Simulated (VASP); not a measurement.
Here is a VASP 6.6.1 calculation.

Contents of INCAR:

```
PREC     = Accurate       # precision mode
ENCUT    = 520            # plane-wave cutoff, eV
EDIFF    = 1E-6           # SCF threshold, eV
ISMEAR   = -1             # smearing method
SIGMA    = 0.05           # smearing width, eV
LREAL    = F              # projectors in reciprocal space
LASPH    = T              # aspherical terms in the spheres
NELM     = 100            # most SCF steps
ALGO     = Normal         # electronic algorithm
ISIF     = 2              # what is computed and relaxed
LWAVE    = F              # write WAVECAR
LCHARG   = T              # write CHGCAR
GGA      = B5             # functional
ALDAX    = 1.0          
AGGAX    = 1.0          
AGGAC    = 1.0          
ALDAC    = 0.0          
LELF     = T              # ELF
LVHAR    = T            
NBANDS   = 14             # bands
```

File KPOINTS:

```
regular mesh
0
Gamma
  11 11 6
```

Contents of POSCAR:

```
TiAl
1.0
    2.9139456145      0.0000000000      0.0000000000
   -1.4569728072      2.5235509274      0.0000000000
    0.0000000000      0.0000000000      4.6806181622
Ti Al
1 1
Direct
    0.0000000000      0.0000000000      0.0000000000
    0.3333333333      0.6666666667      0.5000000000
```

Potentials or basis: VASP PAW PBE potentials, release 64 (Ti_sv, Al).

Launch:

```console
$ cat potpaw_PBE.64/Ti_sv/POTCAR potpaw_PBE.64/Al/POTCAR > POTCAR
$ mpirun -np 1 vasp_std > vasp.out
```

Problem. Predict the band gap on the k mesh.

Solution. Zero (an odd number of electrons rules out a gap without spin polarisation).

Problem. What does it give for the pressure?

Solution. 0.2 GPa.

Caveat: the PAW data sets were made with another functional, which shifts forces and pressure a little.
